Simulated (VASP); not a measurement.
# SiC (gw) (Imm2) in VASP: a series of runs, part 2 of 2

VASP 6.6.1. The steps go on from the part before.

### 3 Single point, PBEsol

INCAR reads:

```
ALGO = Normal ; EDIFF = 1E-6
ENCUT = 600 ; GGA = PS
GGA_COMPAT = F ; ISIF = 2
ISMEAR = 0 ; LASPH = T
LCHARG = F ; LREAL = F
LWAVE = F ; NBANDS = 11
NELM = 120 ; PREC = Accurate
SIGMA = 0.01
```

KPOINTS reads:

```
k-points
0
Gamma
  6 6 6
```

POSCAR reads:

```
SiC
1.0
    0.0102279409      2.1900142738      2.1702434407
    2.1900142738      0.0102279409      2.1702434407
    2.2002422147      2.2002422147      0.0000000000
Si C
1 1
Direct
    0.0004669403      0.0004669403     -0.0004669403
    0.2495330597      0.2495330597      0.2504669403
```

Potentials or basis: VASP PAW PBE potentials, release 64 (Si, C).

On the command line:

```console
> cat potpaw_PBE.64/Si/POTCAR potpaw_PBE.64/C/POTCAR > POTCAR
> mpirun -np 1 vasp_std > vasp.out
```

OUTCAR:

```text
EDIFF = 1E-6
   ENCUT = 600
   GGA = PS
   ISIF = 2
   ISMEAR = 0
   LASPH = T
   LREAL = F
   NELM = 120
   PREC = Accurate

 ion  position               nearest neighbor table
   1  0.000  0.000  1.000-   2 1.89   2 1.89   2 1.89   2 1.89
   2  0.250  0.250  0.250-   1 1.89   1 1.89   1 1.89   1 1.89

  LATTYP: Found a body centered orthorhombic cell.
 ALAT       =     3.0826833951
 B/A-ratio  =     1.0093843518
 C/A-ratio  =     1.4080222732

  Lattice vectors:

 A1 = (   2.1900142738,   0.0102279409,  -2.1702434407)
 A2 = (  -2.1900142738,  -0.0102279409,  -2.1702434407)
 A3 = (   0.0102279409,   2.1900142738,   2.1702434407)

Analysis of symmetry for initial positions (statically):
=====================================================================
 Subroutine PRICEL returns:
 Original cell was already a primitive cell.

 Routine SETGRP: Setting up the symmetry group for a
 body centered orthorhombic supercell.

 Subroutine GETGRP returns: Found  4 space group operations
 (whereof  4 operations were pure point group operations)
 out of a pool of  8 trial point group operations.

The static configuration has the point symmetry C_2v.

Analysis of symmetry for dynamics (positions and initial velocities):
=====================================================================
 Subroutine PRICEL returns:
 Original cell was already a primitive cell.

 Routine SETGRP: Setting up the symmetry group for a
 body centered orthorhombic supercell.

 Subroutine GETGRP returns: Found  4 space group operations
 (whereof  4 operations were pure point group operations)
 out of a pool of  8 trial point group operations.

The dynamic configuration has the point symmetry C_2v.

 Subroutine INISYM returns: Found  4 space group operations
 (whereof  4 operations are pure point group operations),
 and found     1 'primitive' translations

[... 116 lines left out ...]
  Fermi-wavevector in a.u.,A,eV,Ry     =   1.190229  2.249207 19.274627  1.416645
  Thomas-Fermi vector in A             =   2.326318
   LORBIT       =      0    0 simple, 1 ext, 2 COOP (PROOUT), +10 PAW based schemes
   GGA     = PS    functional components
   LHFCALC =     F    Hartree Fock is set to
   AEXX    =    0.0000 exact exchange contribution
   IVDW    =     0    specifies the selected vdW correction
   LEPSILON=     F    determine dielectric tensor
   LRPA    =     F    only Hartree local field effects (RPA)
 non-spin polarized calculation
 Gauss-broadening in eV      SIGMA  =   0.01
  energy-cutoff  :      600.00
  volume of cell :       20.82
 maximum number of plane-waves:       713
 NGX is ok and might be reduce to    28
   NGX = 13   NGY = 13   NGZ = 13

 number of electron       8.0000000 magnetization

 Free energy of the ion-electron system (eV)
  ---------------------------------------------------
  ext. energy  EPLUGINS =         0.00000000
  ---------------------------------------------------
  free energy    TOTEN  =       -15.90220156 eV

  energy without entropy =      -15.90220156  energy(sigma->0) =      -15.90220156

 E-fermi :   8.1020     XC(G=0): -11.4773

 val. band max:        8.0361059500   @ k =   0.0000   0.0000   0.0000
 cond. band min:       9.1701507719   @ k =   0.5000   0.5000   0.0000
 fundamental gap:      1.1340448219
 Fermi energy:         8.1020090592

 k-point     1 :       0.0000    0.0000    0.0000
  band No.  band energies     occupation
      1      -7.3841      2.00000
      2       7.9320      2.00000
      3       8.0219      2.00000
      4       8.0361      2.00000
      5      14.0910      0.00000
      6      15.1018      0.00000
      7      15.1959      0.00000
      8      15.2979      0.00000
      9      22.2753      0.00000
     10      22.5440      0.00000
     11      24.1599      0.00000
[... 309 lines left out ...]
 k-point    24 :       0.5000    0.5000    0.1667
  band No.  band energies     occupation
      1      -3.0137      2.00000
      2       1.1651      2.00000
      3       3.5754      2.00000
      4       5.2205      2.00000
      5      10.5975      0.00000
      6      13.8885      0.00000
      7      19.9836      0.00000
      8      20.0559      0.00000
      9      22.1219      0.00000
     10      25.9422      0.00000
     11      29.4072      0.00000

 [... further k-points ...]
[... 5 lines left out ...]
  --------------------------------------------------------------------------------------
  -------------------------------------------------------------------------------------
  Total       -0.2565650     -0.2565650      0.0306360     -0.2900273      0.0000000      0.0000000
  in kB      -19.7462706    -19.7462706      2.3578724    -22.3216659      0.0000000      0.0000000
  external PRESSURE =     -12.3782230 kB  Pullay stress =       0.0000000 kB

 VOLUME and BASIS-vectors are now :
 -----------------------------------------------------------------------------
  energy-cutoff  :      600.00
  volume of cell :       20.82
      direct lattice vectors                 reciprocal lattice vectors
     0.010227941  2.190014274  2.170243441    -0.229380280  0.229380280  0.230388900
     2.190014274  0.010227941  2.170243441     0.229380280 -0.229380280  0.230388900
     2.200242215  2.200242215  0.000000000     0.227247708  0.227247708 -0.230388900

 POSITION                                       TOTAL-FORCE (eV/Angst)
 -----------------------------------------------------------------------------------
      2.20024      2.20024      0.00203        -0.000000     -0.000000     -0.000297
      1.10012      1.10012      1.08309         0.000000      0.000000      0.000297
 -----------------------------------------------------------------------------------
    total drift:                               -0.000000     -0.000000     -0.000023

  FREE ENERGIE OF THE ION-ELECTRON SYSTEM (eV)
  ---------------------------------------------------
  free  energy   TOTEN  =       -15.9022015566 eV

  energy  without entropy=      -15.9022015566  energy(sigma->0) =      -15.90220156
```

stdout:

```text
POSCAR found type information on POSCAR SiC
 POSCAR found :  2 types and       2 ions
 scaLAPACK will be used
 -----------------------------------------------------------------------------
|                                                                             |
|                                                                             |
|     You enforced a specific xc type in the INCAR file but a different       |
|     I HOPE YOU KNOW WHAT YOU ARE DOING!                                     |
|                                                                             |
 -----------------------------------------------------------------------------

 LDA part: xc-table for (Slater+PW92), standard interpolation
 POSCAR, INCAR and KPOINTS ok, starting setup
 FFT: planning ... GRIDC
 FFT: planning ... GRID_SOFT
 FFT: planning ... GRID
 WAVECAR not read
 entering main loop
```

It took 11 s on 1 thread of Intel Xeon 6975P-C (Granite Rapids), shared host; peak memory 0.15 GiB.

Results:

| Item | Value |
| --- | --- |
| Free energy | -15.9022 eV |
| Pressure | -1.2 GPa |
| Band gap on the k mesh | 1.13 eV, indirect (least direct gap 4.36 eV) |

Caveat: the PAW data sets were made with another functional, which shifts forces and pressure a little.
